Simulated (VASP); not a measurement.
Write the native input for VASP 6.6.1 that does the following.

```
Task                   : relaxation of shape and atoms at fixed volume
Functional             : LDA
Potentials or basis    : VASP PAW LDA potentials, release 64 (Si)
Cutoff                 : 600 eV
k mesh                 : 10 × 10 × 10
Occupations            : gaussian, width 0.01 eV
Spin                   : no spin polarisation
Dipole correction      : no
Further INCAR settings : ALGO = Normal; EDIFF = 1e-06; IBRION = 2; EDIFFG = -0.01; NSW = 50; ISIF = 4
```

The structure of Si lies in POSCAR:

```
Si
1.0
   -3.2316234402      3.2316234402      1.8720194858
    3.2316234402     -3.2316234402      1.8720194858
    3.2316234402      3.2316234402     -1.8720194858
Si
4
Direct
    0.1790670053      0.1790670053      0.3581340107
    0.8209329947      0.8209329947      0.6418659893
    0.1790670053      0.8209329947      0.0000000000
    0.8209329947      0.1790670053      0.0000000000
```

These files were run (other wordings do the same):

INCAR

```
  ALGO = Normal
  EDIFF = 1E-6
  EDIFFG = -0.01
  ENCUT = 600
  IBRION = 2
  ISIF = 4
  ISMEAR = 0
  LASPH = True
  LCHARG = False
  LREAL = False
  LWAVE = False
  NELM = 80
  NSW = 50
  PREC = Accurate
  SIGMA = 0.01
```

KPOINTS

```
k-points
0
Gamma
  10 10 10
```

Potentials or basis: VASP PAW LDA potentials, release 64 (Si).

Launch:

```console
$ cat potpaw_LDA.64/Si/POTCAR > POTCAR
$ mpirun -np 1 vasp_std > vasp.out
```

Results of the run:

The energy gained by relaxing is 0.1 meV/atom and the ionic steps are 5. The pressure after relaxing is 6.3 GPa and the band gap on the k mesh is zero (filled and empty bands overlap).

Caveat: semilocal functionals underestimate gaps, and a narrow one can read as zero.

Run time: 3.5 min on 1 thread of Intel(R) Xeon(R) Platinum 8259CL CPU @ 2.50GHz (Skylake/Cascade Lake), on a shared host, peak memory 0.24 GiB.
